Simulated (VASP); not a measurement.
Write the native input for VASP 6.6.1 that does the following.

```
Task                   : single point
Functional             : PBEsol
Potentials or basis    : VASP PAW PBE potentials, release 64 (Pt)
Cutoff                 : 520 eV
k mesh                 : 20 × 20 × 20
Occupations            : gaussian, width 0.15 eV
Spin                   : no spin polarisation
Dipole correction      : no
Further INCAR settings : ALGO = Fast; EDIFF = 1e-07; NBANDS = 11
```

The structure of Pt lies in POSCAR:

```
Pt
1.0
    0.0000000000      2.0557950000      2.0557950000
    2.0557950000      0.0000000000      2.0557950000
    2.0557950000      2.0557950000      0.0000000000
Pt
1
Direct
    0.0000000000      0.0000000000      0.0000000000
```

This cell differs from its parent crystal: strain +0.050 along x and y, +0.050 along z.

The input as run:

INCAR

```
PREC     = Accurate       # precision mode
ENCUT    = 520            # plane-wave cutoff, eV
EDIFF    = 1E-7           # SCF threshold, eV
ISMEAR   = 0              # smearing method
SIGMA    = 0.15           # smearing width, eV
LREAL    = False          # projectors in reciprocal space
LASPH    = True           # aspherical terms in the spheres
NELM     = 60             # most SCF steps
ALGO     = Fast           # electronic algorithm
ISIF     = 2              # what is computed and relaxed
LWAVE    = False          # write WAVECAR
LCHARG   = False          # write CHGCAR
GGA      = PS             # functional
NBANDS   = 11             # bands
```

KPOINTS

```
regular mesh
0
Gamma
  20 20 20
```

Potentials or basis: VASP PAW PBE potentials, release 64 (Pt).

Run with:

```sh
$ cat potpaw_PBE.64/Pt/POTCAR > POTCAR
$ mpirun -np 1 vasp_std > vasp.out
```

It gave:

The pressure is -28.2 GPa. The band gap on the k mesh is zero (bands 5 and 6 overlap by 1.74 eV).

Caveat: the cell differs from its parent crystal (strain +0.050 along x and y, +0.050 along z); the cell stands under tension; the PAW data sets were made with another functional, which shifts forces and pressure a little; spin-orbit coupling is left out, which moves the levels of the heavy elements.

Wall time 56 s on 1 thread of Intel Xeon 8259CL (shared host), peak memory 0.18 GiB.
